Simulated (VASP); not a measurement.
BaTe:

```
Ba Te
1.0
    -0.01766    3.53239    3.53239
     3.53239   -0.01766    3.53239
     3.51472    3.51472    0.00000
Ba Te
1 1
Direct
  0.00000 0.00000 0.00000
  0.50000 0.50000 0.50000
```

This cell differs from its parent crystal: shear xy strain -1.0%.

Base run:

| Quantity | Value |
| --- | --- |
| Program | VASP 6.6.1 |
| Functional | HSE06 |
| Potentials or basis | VASP PAW PBE potentials, release 64 (Ba_sv, Te) |
| Cutoff | 400 eV |
| k mesh | 4 × 4 × 4 |
| Occupations | gaussian, width 0.01 eV |
| Spin | no spin polarisation |

Its results: band gap on the k mesh 2.28 eV (least direct gap 2.70 eV); pressure 0.0 GPa.

Q: The run is repeated on the same cell with these changes: functional from HSE06 to r2SCAN; cutoff from 400 eV to 550 eV; k mesh from 4 × 4 × 4 to 6 × 6 × 6. What comes out?

A: Band gap on the k mesh 1.91 eV (least direct gap 2.30 eV); pressure 0.3 GPa.

Several settings changed at once.

Caveats: the PAW data sets were made with another functional, which shifts forces and pressure a little; spin-orbit coupling is left out, which moves the levels of the heavy elements.

A k mesh can miss the band edges.
